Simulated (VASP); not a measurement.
Here is a VASP 6.6.1 calculation.

INCAR

```
SYSTEM = La2AgSb4Au
PREC     = Accurate       ! precision mode
ENCUT    = 600            ! plane-wave cutoff, eV
EDIFF    = 1E-6           ! SCF threshold, eV
ISMEAR   = 1              ! smearing method
SIGMA    = 0.1            ! smearing width, eV
LREAL    = .FALSE.        ! projectors in reciprocal space
LASPH    = .TRUE.         ! aspherical terms in the spheres
NELM     = 80             ! most SCF steps
ALGO     = Normal         ! electronic algorithm
ISIF     = 3              ! what is computed and relaxed
LWAVE    = .FALSE.        ! write WAVECAR
LCHARG   = .FALSE.        ! write CHGCAR
GGA      = CA             ! functional
IBRION   = 2              ! ionic algorithm
NSW      = 90             ! ionic steps
EDIFFG   = -0.01          ! ionic threshold
LUSENCCL = .FALSE.
```

The input KPOINTS:

```
Automatic mesh
0
G
  6 6 4
  0 0 0
```

File POSCAR:

```
La2AgSb4Au
1.0
    4.3711527700     -4.3711527700      0.0000000000
    4.3711527700      4.3711527700      0.0000000000
    0.0000000000      0.0000000000     10.9856205400
La Au Ag Sb
4 2 2 8
Direct
    0.7500000000      0.2500000000      0.2629930000
    0.2500000000      0.7500000000      0.2629930000
    0.2500000000      0.2500000000      0.7370070000
    0.7500000000      0.7500000000      0.7370070000
    0.0000000000      0.0000000000      0.0000000000
    0.0000000000      0.5000000000      0.0000000000
    0.5000000000      0.5000000000      0.0000000000
    0.5000000000      0.0000000000      0.0000000000
    0.7500000000      0.2500000000      0.8333123600
    0.2500000000      0.7500000000      0.8333123600
    0.2500000000      0.2500000000      0.1666876400
    0.7500000000      0.7500000000      0.1666876400
    0.0000000000      0.0000000000      0.5000000000
    0.5000000000      0.5000000000      0.5000000000
    0.0000000000      0.5000000000      0.5000000000
    0.5000000000      0.0000000000      0.5000000000
```

Potentials or basis: VASP PAW LDA potentials, release 64 (La, Au, Ag, Sb).

Launch:

```bash
$ cat potpaw_LDA.64/La/POTCAR potpaw_LDA.64/Au/POTCAR potpaw_LDA.64/Ag/POTCAR potpaw_LDA.64/Sb/POTCAR > POTCAR
$ mpirun -np 1 vasp_std > vasp.out
```

(1) Estimate the band gap on the k mesh.

(2) Predict the relaxed cell.

(3) What does it give for the space group after relaxing (to 0.1 Å)?

Results:

(1) zero (bands 64 and 65 overlap by 0.87 eV).

(2) a = 6.159 Å, b = 6.164 Å, c = 10.464 Å, α = 90.00°, β = 90.00°, γ = 90.00°.

(3) Pccm (No. 49).

Caveat: spin-orbit coupling is left out, which moves the levels of the heavy elements.
